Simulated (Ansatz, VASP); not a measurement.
## One calculation of Mg4BrO3, two programs

```
CELL_PARAMETERS angstrom
5.12427 0.00000 0.00000
0.00000 5.12427 0.00000
0.00000 0.00000 5.12427
ATOMIC_POSITIONS crystal
Mg 0.75000 0.75000 0.75000
Mg 0.75000 0.25000 0.25000
Mg 0.25000 0.75000 0.25000
Mg 0.25000 0.25000 0.75000
Br 0.50000 0.50000 0.50000
O 0.00000 0.00000 0.50000
O 0.00000 0.50000 0.00000
O 0.50000 0.00000 0.00000
```

Alike in both runs: task relaxation of cell and atoms; functional PBE; k mesh 4 × 4 × 4; occupations gaussian, width 0.1 eV; no spin polarisation.

|  | VASP | Ansatz |
| --- | --- | --- |
| version | VASP 6.6.1 | Ansatz 0.2.0 |
| potentials or method | VASP PAW PBE potentials, release 64 (Mg, Br, O), cutoff 600 eV | scalar-relativistic, plane waves, PAW |
| valence electrons in the cell | 33 | 65 |

```tsv
	VASP	Ansatz	Ansatz less VASP
gap on the k mesh at the Fermi level, each at its own relaxed structure (eV)	none	none	-
relaxed volume (Å³/atom)	15.67	15.80	+0.133
relaxed length of the cell vector where the two differ most in proportion (Å)	5.005	5.019	+0.0142
```

A gap of «none» marks a metal or a gap that the smearing closes. VASP's potentials hold 33 valence electrons a cell and Ansatz's 65, so a difference there can come from the potentials and not from the codes.
